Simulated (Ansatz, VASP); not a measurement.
**Two plane-wave programs on Tl**

The input POSCAR:

```
Tl
1.0
    0.0000000000      3.3575531457      3.3575531457
    3.3575531457      0.0000000000      3.3575531457
    3.3575531457      3.3575531457      0.0000000000
Tl
2
Direct
    0.1250000000      0.1250000000      0.1250000000
    0.8750000000      0.8750000000      0.8750000000
```

INCAR.step1

```
SYSTEM = Tl
ALGO = Normal
EDIFF = 1E-5
EDIFFG = -0.005
ENCUT = 550
GGA = PE
GGA_COMPAT = .FALSE.
IBRION = 2
ISIF = 3
ISMEAR = -1
LASPH = .TRUE.
LCHARG = .FALSE.
LREAL = .FALSE.
LWAVE = .TRUE.
NELM = 120
NELMIN = 4
NSW = 100
PREC = Accurate
SIGMA = 0.1
```

The input INCAR.step2:

```
SYSTEM = Tl
ALGO = Normal
EDIFF = 1E-7
EDIFFG = -0.01
ENCUT = 550
GGA_COMPAT = .FALSE.
IBRION = 2
ISIF = 3
ISMEAR = -1
ISTART = 1
LASPH = .TRUE.
LCHARG = .FALSE.
LMIXTAU = .TRUE.
LREAL = .FALSE.
LWAVE = .FALSE.
METAGGA = R2SCAN
NELM = 120
NELMIN = 4
NSW = 80
PREC = Accurate
SIGMA = 0.1
```

Contents of KPOINTS:

```
k-points
0
G
  8 8 8
  0 0 0
```

Input for Ansatz:

```yaml
crystal:
  lattice:
    - [0.0, 3.3575531457, 3.3575531457]
    - [3.3575531457, 0.0, 3.3575531457]
    - [3.3575531457, 3.3575531457, 0.0]
  atoms:
    - { symbol: Tl, position: [0.125, 0.125, 0.125] }
    - { symbol: Tl, position: [0.875, 0.875, 0.875] }
hamiltonian:
  xc: r2scan
  pseudopotentials:
    kind: paw
    azcp:
      Tl: "pseudopotentials/Tl.paw.azcp"
basis:
  ecutwfc: 500
  fft_grid_basis: typed
kpoints:
  mp_grid: { grid: [8, 8, 8], shift: [0, 0, 0] }
magnetization:
  spin_polarized: false
scf:
  occupations: { method: fermi_dirac, width: 0.1 }
relax:
  max_steps: 60
  f_tol: 0.01
  cell: {}
output:
  write_density: true
  write_potential: true
  elf: true
  volumetric_format: npy
```

Alike in both runs: task relaxation of cell and atoms; functional r2SCAN; k mesh 8 × 8 × 8; occupations fermi-dirac, width 0.1 eV; no spin polarisation.

```csv
,VASP,Ansatz
version,VASP 6.6.1,Ansatz 0.2.0
potentials or method,"VASP PAW PBE potentials, release 64 (Tl_d), cutoff 550 eV","plane waves (500 eV) with PAW, scalar-relativistic"
valence electrons in the cell,26,26
```

VASP gave:

- relaxed volume (Å³/atom): 42.08
- relaxed cell length with the largest relative difference (Å): 4.919

**Question.** What did Ansatz give for the same quantities?

**Answer.** Relaxed volume (Å³/atom): 42.04; relaxed cell length with the largest relative difference (Å): 4.918.

VASP's potentials were made for PBE, not for r2SCAN.

Neither program's run includes spin-orbit coupling.
